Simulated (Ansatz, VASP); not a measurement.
## InP in VASP and in Ansatz

The input INCAR:

```
SYSTEM = InP
  ALGO = Normal
  EDIFF = 1E-7
  ENCUT = 520
  GGA = PS
  ISIF = 2
  ISMEAR = 0
  LASPH = .True.
  LCHARG = .False.
  LREAL = .False.
  LWAVE = .False.
  NBANDS = 16
  NELM = 80
  PREC = Accurate
  SIGMA = 0.15
```

The input KPOINTS:

```
k-points
0
Gamma
  6 6 6
  0 0 0
```

The input POSCAR:

```
InP
1.0
    0.0000000000      3.2047904760      2.2657868665
    3.2047904760      0.0000000000      2.2657868665
    3.2047904760      3.2047904760      0.0000000000
In P
1 1
Direct
    0.0000000000      0.0000000000      0.0000000000
    0.5000000000      0.5000000000      0.5000000000
```

Input for Ansatz:

```yaml
crystal:
  lattice:
    - [0.0, 3.204790476, 2.2657868665]
    - [3.204790476, 0.0, 2.2657868665]
    - [3.204790476, 3.204790476, 0.0]
  atoms:
    - { symbol: In, position: [0.0, 0.0, 0.0] }
    - { symbol: P, position: [0.5, 0.5, 0.5] }
basis:
  ecutwfc: 420
kpoints:
  mp_grid: { grid: [6, 6, 6] }
hamiltonian:
  xc: pbesol
scf:
  occupations: { method: gaussian, width: 0.15 }
output:
  forces: true
  stress: true
  eigenvalues: true
```

Alike in both runs: task single point; functional PBEsol; k mesh 6 × 6 × 6; occupations gaussian, width 0.15 eV; no spin polarisation.

|  | VASP | Ansatz |
| --- | --- | --- |
| version | VASP 6.6.1 | Ansatz 0.2.0 |
| potentials or method | VASP PAW PBE potentials, release 64 (In_d, P), cutoff 520 eV | scalar-relativistic, plane waves, PAW |
| valence electrons in the cell | 18 | 18 |

Ansatz gave:

```
gap on the k mesh at the Fermi level (eV)                     : none
pressure (GPa)                                                : 9.1
traceless stress, the component that is largest in VASP (GPa) : 34.23
```

Estimate VASP's values.

gap on the k mesh at the Fermi level (eV): none; pressure (GPa): 8.9; traceless stress, the component that is largest in VASP (GPa): 33.87.

VASP's potentials were made for PBE, not for PBEsol. A gap of «none» marks a metal or a gap that the smearing closes. With one functional, cell and mesh, what is left measures potentials, basis and numerics.
